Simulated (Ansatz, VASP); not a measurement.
Two plane-wave programs on MgS

```
Mg S
1.0
     0.00000    2.82589    2.82589
     2.82589    0.00000    2.82589
     2.82589    2.82589    0.00000
Mg S
1 1
Direct
  0.00000 0.00000 0.00000
  0.25000 0.25000 0.25000
```

Alike in both runs: functional PBEsol; k mesh 8 × 8 × 8; occupations gaussian, width 0.02 eV; no spin polarisation.

Ansatz relaxed the structure, and its values are those at the end. VASP's run is a single point on that final structure, the one shown.

```csv
,VASP,Ansatz
version,VASP 6.6.1,Ansatz 0.2.0
potentials or method,"VASP PAW PBE potentials, release 64 (Mg, S), cutoff 600 eV","scalar-relativistic, plane waves, PAW"
valence electrons in the cell,8,16
```

|  | VASP | Ansatz | Ansatz less VASP |
| --- | --- | --- | --- |
| gap on the k mesh at the Fermi level (eV) | 3.32 | 3.32 | -0.003 |
| least direct gap on the mesh (eV) | 3.32 | 3.32 | -0.003 |
| pressure (GPa) | -0.1 | 0.0 | +0.07 |

VASP's potentials were made for PBE, not for PBEsol. VASP's potentials hold 8 valence electrons a cell and Ansatz's 16, so a difference there can come from the potentials and not from the codes.
